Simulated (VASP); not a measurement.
# Ru (P6_3/mmc) in VASP: notebook, part 2 of 2

VASP 6.6.1. Earlier steps stand in the parts before.

### 3 Single point, r2SCAN

The input, POSCAR:

```
Ru
1.0
    2.7059477279      0.0000000000      0.0000000000
   -1.3529738639      2.3434194737      0.0000000000
    0.0000000000      0.0000000000      4.2579056513
Ru
2
Direct
    0.3333333333      0.6666666667      0.2500000000
    0.6666666667      0.3333333333      0.7500000000
```

The input, INCAR.step1:

```
  PREC = Accurate
  ENCUT = 620
  ISMEAR = -1
  SIGMA = 0.2
  LREAL = False
  LASPH = True
  NELM = 120
  NBANDS = 23
  GGA = PE
  ALGO = Normal
  EDIFF = 1E-5
  LWAVE = True
  LCHARG = False
  GGA_COMPAT = False
```

The input, INCAR.step2:

```
  PREC = Accurate
  ENCUT = 620
  EDIFF = 1E-6
  ISMEAR = -1
  SIGMA = 0.2
  LREAL = False
  LASPH = True
  NELM = 120
  ALGO = Normal
  ISIF = 2
  LWAVE = False
  LCHARG = False
  METAGGA = R2SCAN
  LMIXTAU = True
  NBANDS = 23
  ISTART = 1
  GGA_COMPAT = False
```

The input, KPOINTS:

```
regular mesh
0
Gamma
  13 13 8
```

Potentials or basis: VASP PAW PBE potentials, release 64 (Ru_sv).

Started as:

```bash
$ cat potpaw_PBE.64/Ru_sv/POTCAR > POTCAR
$ cp INCAR.step1 INCAR
$ mpirun -np 1 vasp_std > vasp.out
$ cp INCAR.step2 INCAR
$ mpirun -np 1 vasp_std > vasp.out
```

OUTCAR:

```text
PREC = Accurate
   ENCUT = 620
   EDIFF = 1E-6
   ISMEAR = -1
   LREAL = False
   LASPH = True
   NELM = 120
   ISIF = 2
   METAGGA = R2SCAN
   ISTART = 1

 ion  position               nearest neighbor table
   1  0.333  0.667  0.250-   2 2.64   2 2.64   2 2.64   2 2.64   2 2.64   2 2.64
   2  0.667  0.333  0.750-   1 2.64   1 2.64   1 2.64   1 2.64   1 2.64   1 2.64

  LATTYP: Found a hexagonal cell.
 ALAT       =     2.7059477279
 C/A-ratio  =     1.5735358105

  Lattice vectors:

 A1 = (   2.7059477279,   0.0000000000,   0.0000000000)
 A2 = (  -1.3529738639,   2.3434194737,   0.0000000000)
 A3 = (   0.0000000000,   0.0000000000,   4.2579056513)

Analysis of symmetry for initial positions (statically):
=====================================================================
 Subroutine PRICEL returns:
 Original cell was already a primitive cell.

 Routine SETGRP: Setting up the symmetry group for a
 hexagonal supercell.

 Subroutine GETGRP returns: Found 24 space group operations
 (whereof 12 operations were pure point group operations)
 out of a pool of 24 trial point group operations.

The static configuration has the point symmetry D_3d.
 The point group associated with its full space group is D_6h.

Analysis of symmetry for dynamics (positions and initial velocities):
=====================================================================
 Subroutine PRICEL returns:
 Original cell was already a primitive cell.

 Routine SETGRP: Setting up the symmetry group for a
 hexagonal supercell.

 Subroutine GETGRP returns: Found 24 space group operations
 (whereof 12 operations were pure point group operations)
 out of a pool of 24 trial point group operations.

The dynamic configuration has the point symmetry D_3d.
 The point group associated with its full space group is D_6h.

 Subroutine INISYM returns: Found 24 space group operations
 (whereof 12 operations are pure point group operations),
 and found     1 'primitive' translations

----------------------------------------------------------------------------------------

                                     Primitive cell

  volume of cell :      27.0001

  direct lattice vectors                    reciprocal lattice vectors
     2.705947728  0.000000000  0.000000000     0.369556289  0.213363423  0.000000000
    -1.352973864  2.343419474  0.000000000     0.000000000  0.426726846  0.000000000
     0.000000000  0.000000000  4.257905651     0.000000000  0.000000000  0.234857247

  length of vectors
     2.705947728  2.705947728  4.257905651     0.426726846  0.426726846  0.234857247

  position of ions in fractional coordinates (direct lattice)
     0.333333333  0.666666667  0.250000000
     0.666666667  0.333333333  0.750000000

  ion indices of the primitive-cell ions
   primitive index   ion index
                 1           1
                 2           2

----------------------------------------------------------------------------------------

 KPOINTS: regular mesh

Automatic generation of k-mesh.
 Grid dimensions read from file:
 generate k-points for:   13   13    8

 Generating k-lattice:

  Cartesian coordinates                     Fractional coordinates (reciprocal lattice)
     0.028427407  0.016412571  0.000000000     0.076923077  0.000000000  0.000000000
     0.000000000  0.032825142  0.000000000     0.000000000  0.076923077  0.000000000
     0.000000000  0.000000000  0.029357156     0.000000000  0.000000000  0.125000000

  Length of vectors
     0.032825142  0.032825142  0.029357156

  Shift w.r.t. Gamma in fractional coordinates (k-lattice)
     0.000000000  0.000000000  0.000000000

 Subroutine IBZKPT returns following result:
 ===========================================

 Found    105 irreducible k-points:

 Following reciprocal coordinates:
            Coordinates               Weight
  0.000000  0.000000  0.000000      1.000000
  0.076923  0.000000  0.000000      6.000000
  0.153846  0.000000  0.000000      6.000000
  0.230769 -0.000000  0.000000      6.000000
  0.307692  0.000000  0.000000      6.000000
  0.384615  0.000000  0.000000      6.000000
[... 16 lines left out ...]
  0.076923  0.000000  0.125000     12.000000
  0.153846  0.000000  0.125000     12.000000
 [... further k-points ...]
   k-points           NKPTS =    105   k-points in BZ     NKDIM =    105   number of bands    NBANDS=     23
   number of dos      NEDOS =    301   number of ions     NIONS =      2
   total plane-waves  NPLWV =  20736
   dimension x,y,z NGX =    24 NGY =   24 NGZ =   36
   dimension x,y,z NGXF=    48 NGYF=   48 NGZF=   72
   ions per type =               2
   NGX,Y,Z   is equivalent  to a cutoff of  14.74, 14.74, 14.06 a.u.
   NGXF,Y,Z  is equivalent  to a cutoff of  29.49, 29.49, 28.11 a.u.
 SYSTEM =  unknown system
   PREC   = accura    normal or accurate (medium, high low for compatibility)
   ISTART =      1    job   : 0-new  1-cont  2-samecut
   ICHARG =      0    charge: 1-file 2-atom 10-const
   ISPIN  =      1    spin polarized calculation?
   LNONCOLLINEAR =      F non collinear calculations
   LSORBIT =      F    spin-orbit coupling
   LASPH  =      T    aspherical Exc in radial PAW
   ENCUT  =  620.0 eV  45.57 Ry    6.75 a.u.   5.49  5.49  8.64*2*pi/ulx,y,z
   NELM   =    120;   NELMIN=  2; NELMDL=  0     # of ELM steps
   EDIFF  = 0.1E-05   stopping-criterion for ELM
   LREAL  =      F    real-space projection
   EDIFFG = 0.1E-04   stopping-criterion for IOM
   NSW    =      0    number of steps for IOM
   IBRION =     -1    ionic relax: 0-MD 1-quasi-New 2-CG
   NFREE  =      0    steps in history (QN), initial steepest desc. (CG)
   ISIF   =      2    stress and relaxation
   ISYM   =      2    0-nonsym 1-usesym 2-fastsym
   POTIM  = 0.5000    time-step for ionic-motion
   TEBEG  =    0.0;   TEEND  =   0.0 temperature during run
   PSTRESS=    0.0 pullay stress
   NELECT =      32.0000    total number of electrons
   NUPDOWN=      -1.0000    fix difference up-down
   EMIN   =  10.00;   EMAX   =-10.00  energy-range for DOS
   EFERMI =   0.00;   METHOD = LEGACY
   ISMEAR =    -1;   SIGMA  =   0.20  broadening in eV -4-tet -1-fermi 0-gaus
   EFERMI_NEDOS =   21; number of points for ismear=-14 and -15
   IALGO  =     38    algorithm
   IMIX   =      4    mixing-type and parameters
     AMIX     =   0.40;   BMIX     =  1.00
     AMIX_MAG =   1.60;   BMIX_MAG =  1.00
  volume/ion in A,a.u.               =      13.50        91.10
  Fermi-wavevector in a.u.,A,eV,Ry     =   1.732486  3.273923 40.837979  3.001507
  Thomas-Fermi vector in A             =   2.806653
   LORBIT       =      0    0 simple, 1 ext, 2 COOP (PROOUT), +10 PAW based schemes
   METAGGA = R2SCAN    functional components
   LHFCALC =     F    Hartree Fock is set to
   AEXX    =    0.0000 exact exchange contribution
   IVDW    =     0    specifies the selected vdW correction
   LEPSILON=     F    determine dielectric tensor
   LRPA    =     F    only Hartree local field effects (RPA)
 non-spin polarized calculation
  energy-cutoff  :      620.00
  volume of cell :       27.00
 maximum number of plane-waves:       972
 NGX is ok and might be reduce to    24
   NGX = 11   NGY = 11   NGZ = 17

 number of electron      31.9999996 magnetization

 Free energy of the ion-electron system (eV)
  ---------------------------------------------------
  ext. energy  EPLUGINS =         0.00000000
  ---------------------------------------------------
  free energy    TOTEN  =       -51.04631613 eV

  energy without entropy =      -50.82856276  energy(sigma->0) =      -50.93743945

 E-fermi :  15.1851     XC(G=0): -15.5767

 val. band max:       15.1515129202   @ k =   0.4615   0.0769   0.2500
 cond. band min:      15.2053223824   @ k =   0.0769   0.0000   0.3750
 fundamental gap:      0.0538094622
 Fermi energy:        15.1851132654

 k-point     1 :       0.0000    0.0000    0.0000
  band No.  band energies     occupation
      1     -60.1810      2.00000
      2     -59.9453      2.00000
      3     -29.9453      2.00000
      4     -28.9216      2.00000
      5     -28.9216      2.00000
      6     -28.7304      2.00000
[... 15 lines left out ...]
     22      30.6875      0.00000
     23      33.4256      0.00000
[... 575 lines left out ...]
      1     -60.1363      2.00000
      2     -59.9404      2.00000
      3     -29.8232      2.00000
      4     -29.0833      2.00000
      5     -28.9711      2.00000
      6     -28.9416      2.00000
[... 15 lines left out ...]
     22      31.5292      0.00000
     23      34.0670      0.00000

 [... further k-points ...]

------------------------ aborting loop because EDIFF is reached ----------------------------------------

  FORCE on cell =-STRESS in cart. coord.  units (eV):
  Direction    XX          YY          ZZ          XY          YZ          ZX
  --------------------------------------------------------------------------------------
  -------------------------------------------------------------------------------------
  Total        0.0963471      0.0963471      0.2585241      0.0000000      0.0000000      0.0000000
  in kB        5.7172072      5.7172072     15.3407351      0.0000000      0.0000000      0.0000000
  external PRESSURE =       8.9250498 kB  Pullay stress =       0.0000000 kB

 VOLUME and BASIS-vectors are now :
 -----------------------------------------------------------------------------
  energy-cutoff  :      620.00
  volume of cell :       27.00
      direct lattice vectors                 reciprocal lattice vectors
     2.705947728  0.000000000  0.000000000     0.369556289  0.213363423  0.000000000
    -1.352973864  2.343419474  0.000000000     0.000000000  0.426726846  0.000000000
     0.000000000  0.000000000  4.257905651     0.000000000  0.000000000  0.234857247

 POSITION                                       TOTAL-FORCE (eV/Angst)
 -----------------------------------------------------------------------------------
     -0.00000      1.56228      1.06448         0.000000      0.000000      0.000000
      1.35297      0.78114      3.19343        -0.000000      0.000000      0.000000
 -----------------------------------------------------------------------------------
    total drift:                               -0.000000      0.000000     -0.000000

  FREE ENERGIE OF THE ION-ELECTRON SYSTEM (eV)
  ---------------------------------------------------
  free  energy   TOTEN  =       -51.0463161331 eV

  energy  without entropy=      -50.8285627643  energy(sigma->0) =      -50.93743945
```

Wall time 2 min (1 thread of Intel Xeon Platinum 8488C (Sapphire Rapids), shared host); peak memory 0.2 GiB.

Results:

* Free energy: -51.0463 eV
* Pressure: 0.9 GPa
* Band gap on the k mesh: zero (bands 16 and 17 overlap by 3.25 eV)

Caveat: the PAW data sets were made with another functional, which shifts forces and pressure a little.

### 4 Single point, r2SCAN, collinear spin, ferromagnetic start (13.49 Å³/atom)

The input, POSCAR:

```
Ru
1.0
    2.7061557017      0.0000000000      0.0000000000
   -1.3530778508      2.3435995843      0.0000000000
    0.0000000000      0.0000000000      4.2551733744
Ru
2
Direct
    0.3333333333      0.6666666667      0.2500000000
    0.6666666667      0.3333333333      0.7500000000
```

The input, INCAR.step1:

```
  PREC = Accurate
  ENCUT = 550
  ISMEAR = -1
  SIGMA = 0.05
  LREAL = False
  LASPH = True
  NELM = 200
  ISPIN = 2
  MAGMOM = 1 1
  LMAXMIX = 4
  NBANDS = 25
  GGA = PE
  ALGO = Normal
  EDIFF = 1E-5
  LWAVE = True
  LCHARG = False
  GGA_COMPAT = False
```

The input, INCAR.step2:

```
  PREC = Accurate
  ENCUT = 550
  EDIFF = 1E-6
  ISMEAR = -1
  SIGMA = 0.05
  LREAL = False
  LASPH = True
  NELM = 200
  ALGO = Normal
  ISIF = 2
  LWAVE = False
  LCHARG = False
  ISPIN = 2
  MAGMOM = 1 1
  LORBIT = 11
  LMAXMIX = 4
  METAGGA = R2SCAN
  LMIXTAU = True
  NBANDS = 25
  ISTART = 1
  GGA_COMPAT = False
```

The input, KPOINTS:

```
Automatic mesh
0
Gamma
  22 22 12
```

Potentials or basis: VASP PAW PBE potentials, release 64 (Ru_pv).

Started as:

```bash
$ cat potpaw_PBE.64/Ru_pv/POTCAR > POTCAR
$ cp INCAR.step1 INCAR
$ mpirun -np 1 vasp_std > vasp.out
$ cp INCAR.step2 INCAR
$ mpirun -np 1 vasp_std > vasp.out
```

Run time: 10 min. Hardware: 1 thread of Intel Xeon 6975P-C (Granite Rapids), shared host; peak memory 0.45 GiB.

Results (log left out):

| Property | Result |
| --- | --- |
| Free energy | -50.8644 eV |
| Pressure | 1.5 GPa |
| Band gap on the k mesh | zero (filled and empty bands overlap) |
| Net moment | 0.00 μB per cell |
| Valence electrons inside the program's atomic spheres | Ru 12.69 |

Stress tensor (GPa, compression positive):
```
1.05 0.00 0.00
0.00 1.05 0.00
0.00 0.00 2.42
```

Levels at points of the mesh, in eV from the Fermi level:
Spin up:
```
           k point  band 11  band 12  band 13  band 14  band 15  band 16  band 17  band 18
(0.00, 0.00, 0.00)    -2.49    -2.01    -2.01    -1.53    -1.53     1.23     1.23     1.43
(0.50, 0.00, 0.00)    -2.16    -1.91    -1.57     1.45     1.90     2.02     4.25     6.43
(0.00, 0.00, 0.50)    -2.94    -2.94    -2.82    -2.82     0.56     0.56     0.56     0.56
(0.50, 0.00, 0.50)    -1.15    -1.15     0.46     0.46     1.73     1.73     3.55     3.55
```
Spin down:
```csv
k point,band 10,band 11,band 12,band 13,band 14,band 15,band 16,band 17,band 18,band 19
"(0.00, 0.00, 0.00)",-2.74,-2.49,-2.01,-2.01,-1.53,-1.53,1.23,1.23,1.43,8.39
"(0.50, 0.00, 0.00)",-3.23,-2.16,-1.91,-1.57,1.45,1.90,2.02,4.25,6.43,8.39
"(0.00, 0.00, 0.50)",-2.94,-2.94,-2.94,-2.82,-2.82,0.56,0.56,0.56,0.56,8.39
"(0.50, 0.00, 0.50)",-4.77,-1.15,-1.15,0.46,0.46,1.73,1.73,3.55,3.55,8.39
```

Caveat: an empty level that is flat over the whole mesh can mark a ghost state of the potentials, or a narrow d or f band; the PAW data sets were made with another functional, which shifts forces and pressure a little.

### 5 The runs side by side

| potentials or basis | spin | cell | k mesh | cutoff (eV) | smearing | gap on the mesh (eV) | pressure (GPa) |
| --- | --- | --- | --- | --- | --- | --- | --- |
| VASP PAW PBE potentials, release 64 (Ru_sv) | off | a = 2.706, b = 2.706, c = 4.258 Å, angles 90.0, 90.0, 120.0°, 2 atoms | 14 × 14 × 8 | 620 | fermi-dirac 0.1 eV | none | 0.2 |
| VASP PAW PBE potentials, release 64 (Ru_sv) | off | a = 2.706, b = 2.706, c = 4.258 Å, angles 90.0, 90.0, 120.0°, 2 atoms | 13 × 13 × 8 | 620 | fermi-dirac 0.2 eV | none | 0.9 |
| VASP PAW PBE potentials, release 64 (Ru_pv) | collinear, ferromagnetic start | a = 2.706, b = 2.706, c = 4.255 Å, angles 90.0, 90.0, 120.0°, 2 atoms | 22 × 22 × 12 | 550 | fermi-dirac 0.05 eV | none | 1.5 |

Alike in all rows: task single point; level r2SCAN.

Caveats: the PAW data sets were made with another functional, which shifts forces and pressure a little; an empty level that is flat over the whole mesh can mark a ghost state of the potentials, or a narrow d or f band (at least some runs).

Total energies depend on the potentials used, so only differences within one code and one set of settings carry meaning.

The gap in the log of VASP goes by the Fermi energy; the results here count the filled bands.